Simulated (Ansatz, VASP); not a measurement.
## One calculation of BN, two programs

```
B N
1.0
     2.49907    0.00000    0.00000
    -1.24953    2.16426    0.00000
     0.00000    0.00000    6.84413
B N
2 2
Direct
  0.33333 0.66667 0.25000
  0.66667 0.33333 0.75000
  0.33333 0.66667 0.75000
  0.66667 0.33333 0.25000
```

Alike in both runs: functional r2SCAN; k mesh 9 × 9 × 4; occupations gaussian, width 0.1 eV; no spin polarisation.

Ansatz relaxed the structure, and its values are those at the end. VASP's run is a single point on that final structure, the one shown.

```csv
,VASP,Ansatz
version,VASP 6.6.1,Ansatz 0.2.0
potentials or method,"VASP PAW PBE potentials, release 64 (B, N), cutoff 520 eV","scalar-relativistic, plane waves, PAW"
valence electrons in the cell,16,16
```

|  | VASP | Ansatz | Ansatz less VASP |
| --- | --- | --- | --- |
| gap on the k mesh at the Fermi level (eV) | 5.06 | 5.01 | -0.047 |
| least direct gap on the mesh (eV) | 5.38 | 5.31 | -0.065 |
| pressure (GPa) | 1.0 | 0.3 | -0.63 |

VASP's potentials were made for PBE, not for r2SCAN.
